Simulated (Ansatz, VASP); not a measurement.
WF: VASP beside Ansatz

INCAR

```
SYSTEM = WF
PREC = Accurate ; ENCUT = 600
EDIFF = 1E-7 ; ISMEAR = 0
SIGMA = 0.1 ; LREAL = .False.
LASPH = .True. ; NELM = 60
ALGO = Normal ; ISIF = 3
LWAVE = .False. ; LCHARG = .False.
GGA = PE ; IBRION = 2
NSW = 90 ; EDIFFG = -0.04
```

File KPOINTS:

```
Automatic mesh
0
Gamma
  6 6 2
  0 0 0
```

The input POSCAR:

```
WF
1.0
    3.2933937900      0.0000000000      0.0000000000
   -1.6466968900      2.8521626800      0.0000000000
    0.0000000000      0.0000000000     13.7671990400
W F
4 4
Direct
    0.3333333300      0.6666666700      0.1570000100
    0.6666666700      0.3333333300      0.6570000100
    0.3333333300      0.6666666700      0.3429999900
    0.6666666700      0.3333333300      0.8429999900
    0.3333333300      0.6666666700      0.6020000000
    0.6666666700      0.3333333300      0.1020000000
    0.3333333300      0.6666666700      0.8980000000
    0.6666666700      0.3333333300      0.3980000000
```

Input for Ansatz:

```yaml
crystal:
  lattice:
    - [3.29339379, 0.0, 0.0]
    - [-1.64669689, 2.85216268, 0.0]
    - [0.0, 0.0, 13.76719904]
  atoms:
    - { symbol: W, position: [0.33333333, 0.66666667, 0.15700001] }
    - { symbol: W, position: [0.66666667, 0.33333333, 0.65700001] }
    - { symbol: W, position: [0.33333333, 0.66666667, 0.34299999] }
    - { symbol: W, position: [0.66666667, 0.33333333, 0.84299999] }
    - { symbol: F, position: [0.33333333, 0.66666667, 0.602] }
    - { symbol: F, position: [0.66666667, 0.33333333, 0.102] }
    - { symbol: F, position: [0.33333333, 0.66666667, 0.898] }
    - { symbol: F, position: [0.66666667, 0.33333333, 0.398] }
basis:
  ecutwfc: 420
kpoints:
  mp_grid: { grid: [6, 6, 2] }
hamiltonian:
  xc: pbe
scf:
  occupations: { method: gaussian, width: 0.1 }
  lower_state_search: "off"
output:
  forces: true
  stress: true
  eigenvalues: true
relax:
  adjacent_minimum: "off"
  f_tol: 0.04
  max_steps: 70
  cell: { stress_tol: 0.4 }
```

Change from the starting cell: species swapped into the InSe type (P6_3/mmc, No. 194).

Alike in both runs: task relaxation of cell and atoms; functional PBE; k mesh 6 × 6 × 2; occupations gaussian, width 0.1 eV; no spin polarisation.

|  | VASP | Ansatz |
| --- | --- | --- |
| version | VASP 6.6.1 | Ansatz 0.2.0 |
| potentials or method | VASP PAW PBE potentials, release 64 (W_sv, F), cutoff 600 eV | scalar-relativistic, plane waves, PAW |
| valence electrons in the cell | 84 | 84 |

VASP gave:

* gap on the k mesh at the Fermi level, each at its own relaxed structure (eV): none
* relaxed volume (Å³/atom): 14.17
* relaxed cell length with the largest relative difference (Å): 16.288

Which values does Ansatz return?

gap on the k mesh at the Fermi level, each at its own relaxed structure (eV): none; relaxed volume (Å³/atom): 14.95; relaxed cell length with the largest relative difference (Å): 17.247.

A gap of «none» marks a metal or a gap that the smearing closes. One of these differences is far larger than is usual between the two programs; its cause wasn't traced.

The k mesh is coarse, so the values compare programs but aren't converged. Neither program's run includes spin-orbit coupling.
